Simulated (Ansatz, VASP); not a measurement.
YGa4Te2: VASP beside Ansatz

```
Y Ga Te
1.0
    -3.63690    3.63690    2.97151
     3.63690   -3.63690    2.97151
     3.63690    3.63690   -2.97151
Y Ga Te
1 4 2
Cartesian
  0.0000 0.0000 0.0000
  2.2040 2.2040 0.0000
  1.4329 -1.4329 2.9715
  1.4329 1.4329 2.9715
  -1.4329 1.4329 2.9715
  0.0000 3.6369 1.4858
  3.6369 0.0000 1.4858
```

Alike in both runs: task single point; functional PBE; k mesh 7 × 7 × 7; no spin polarisation.

```csv
,VASP,Ansatz
version,VASP 6.6.1,Ansatz 0.2.0
potentials or method,"VASP PAW PBE potentials, release 64 (Y_sv, Ga_d, Te), cutoff 520 eV",PAW plane waves
occupations,"fermi-dirac, width 0.1 eV",fermi-dirac
valence electrons in the cell,75,95
```

```tsv
	VASP	Ansatz	Ansatz less VASP
pressure (GPa)	6.0	5.9	-0.05
traceless stress, the component that is largest in VASP (GPa)	0.96	0.99	+0.033
rms of the force components (eV/Å)	0.127	0.128	+0.0004
```

Atom by atom the forces differ by 0.000 eV/Å (rms over components). VASP's potentials hold 75 valence electrons a cell and Ansatz's 95, so a difference there can come from the potentials and not from the codes.

Spin-orbit coupling is off throughout.
